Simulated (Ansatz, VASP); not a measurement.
RbCd in VASP and in Ansatz

```
CELL_PARAMETERS angstrom
4.56836 0.00000 0.00000
0.00000 4.56836 0.00000
0.00000 0.00000 4.56836
ATOMIC_POSITIONS crystal
Rb 0.00000 0.00000 0.00000
Cd 0.50000 0.50000 0.50000
```

Alike in both runs: functional PBE; k mesh 9 × 9 × 9; occupations fermi-dirac, width 0.05 eV; no spin polarisation.

Ansatz relaxed the structure, and its values are those at the end. VASP's run is a single point on that final structure, the one shown.

|  | VASP | Ansatz |
| --- | --- | --- |
| version | VASP 6.6.1 | Ansatz 0.2.0 |
| potentials or method | VASP PAW PBE potentials, release 64 (Rb_sv, Cd), cutoff 520 eV | all-electron LAPW, scalar-relativistic |

```csv
,VASP,Ansatz,Ansatz less VASP
pressure (GPa),0.0,0.0,-0.01
```

Ansatz ran all-electron here, and VASP with PAW potentials.
